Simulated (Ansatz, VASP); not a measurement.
**TiO2 in VASP and in Ansatz**

POSCAR

```
TiO2
1.0
    4.4589478892      0.0000000000      0.0000000000
    0.0000000000      4.4589478892      0.0000000000
    0.0000000000      0.0000000000      3.0188349943
Ti O
2 4
Direct
    0.0000000000      0.0000000000      0.0000000000
    0.5000000000      0.5000000000      0.5000000000
    0.3040754729      0.3040754729      0.0000000000
    0.1959245271      0.8040754729      0.5000000000
    0.8040754729      0.1959245271      0.5000000000
    0.6959245271      0.6959245271      0.0000000000
```

File INCAR.step1:

```
  PREC = Accurate
  ENCUT = 520
  ISMEAR = 0
  SIGMA = 0.01
  LREAL = F
  LASPH = T
  NELM = 100
  NBANDS = 33
  GGA = PE
  ALGO = Normal
  EDIFF = 1E-4
  LWAVE = T
  LCHARG = F
```

Contents of INCAR.step2:

```
  PREC = Accurate
  ENCUT = 520
  EDIFF = 1E-7
  ISMEAR = 0
  SIGMA = 0.01
  LREAL = F
  LASPH = T
  NELM = 100
  ALGO = Normal
  ISIF = 2
  LWAVE = F
  LCHARG = F
  METAGGA = R2SCAN
  LMIXTAU = T
  NBANDS = 33
  ISTART = 1
```

Contents of KPOINTS:

```
Automatic mesh
0
Gamma
  6 6 8
```

Input for Ansatz:

```yaml
crystal:
  lattice:
    - [4.4589478892, 0.0, 0.0]
    - [0.0, 4.4589478892, 0.0]
    - [0.0, 0.0, 3.0188349943]
  atoms:
    - { symbol: Ti, position: [0.0, 0.0, 0.0] }
    - { symbol: Ti, position: [0.5, 0.5, 0.5] }
    - { symbol: O, position: [0.3040754729, 0.3040754729, 0.0] }
    - { symbol: O, position: [0.1959245271, 0.8040754729, 0.5] }
    - { symbol: O, position: [0.8040754729, 0.1959245271, 0.5] }
    - { symbol: O, position: [0.6959245271, 0.6959245271, 0.0] }
kpoints:
  mp_grid: { grid: [6, 6, 8] }
  band_path:
    path:
      - [0.0, 0.0, 0.0]
      - [0.0, 0.5, 0.0]
      - [0.5, 0.5, 0.0]
      - [0.0, 0.0, 0.5]
      - [0.0, 0.5, 0.5]
      - [0.5, 0.5, 0.5]
    npoints: 1
hamiltonian:
  xc: r2scan
scf:
  occupations: { method: fixed }
  n_extra_bands: 5
output:
  forces: true
  stress: true
  eigenvalues: true
  write_density: true
  write_potential: true
  elf: true
  volumetric_format: npy
```

Change from the starting cell: epitaxial_xy strain -3.0%.

Alike in both runs: task single point; functional r2SCAN; k mesh 6 × 6 × 8; no spin polarisation.

|  | VASP | Ansatz |
| --- | --- | --- |
| version | VASP 6.6.1 | Ansatz 0.2.0 |
| potentials or method | VASP PAW PBE potentials, release 64 (Ti_sv, O) | plane waves, PAW |
| plane-wave cutoff (eV) | 520 | 500 |
| occupations | gaussian, width 0.01 eV | fixed |
| valence electrons in the cell | 48 | 48 |

Ansatz gave:

* gap on the k mesh at the Fermi level (eV): 2.27
* pressure (GPa): 8.5
* traceless stress, the component that is largest in VASP (GPa): -8.50
* rms of the force components (eV/Å): 0.000

Q: Estimate VASP's values.

A: gap on the k mesh at the Fermi level (eV): 2.28; pressure (GPa): 9.8; traceless stress, the component that is largest in VASP (GPa): -8.16; rms of the force components (eV/Å): 0.003.

VASP's potentials were made for PBE, not for r2SCAN. Atom by atom the forces differ by 0.003 eV/Å (rms over components).
